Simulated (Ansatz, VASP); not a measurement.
**AlNi: VASP beside Ansatz**

```
Ni Al
1.0
     1.93869   -1.95319    0.00000
     1.93869    1.95319    0.00000
     0.00000    0.00000    3.09943
Ni Al
1 1
Direct
  0.50000 0.50000 0.50000
  0.00000 0.00000 0.00000
```

Alike in both runs: task single point; functional PBEsol; k mesh 10 × 10 × 9; occupations fermi-dirac, width 0.05 eV; collinear spin.

|  | VASP | Ansatz |
| --- | --- | --- |
| version | VASP 6.6.1 | Ansatz 0.2.0 |
| potentials or method | VASP PAW PBE potentials, release 64 (Ni, Al), cutoff 520 eV | all-electron LAPW, scalar-relativistic |

|  | VASP | Ansatz | Ansatz less VASP |
| --- | --- | --- | --- |
| gap on the k mesh at the Fermi level (eV) | none | none | - |
| pressure (GPa) | 1.0 | 0.4 | -0.58 |
| traceless stress, the component that is largest in VASP (GPa) | -4.86 | -4.70 | +0.161 |
| net moment per atom (μB) | 0.00 | 0.00 | 0.000 |

VASP's potentials were made for PBE, not for PBEsol. A gap of «none» marks a metal or a gap that the smearing closes. Ansatz ran all-electron here, and VASP with PAW potentials.
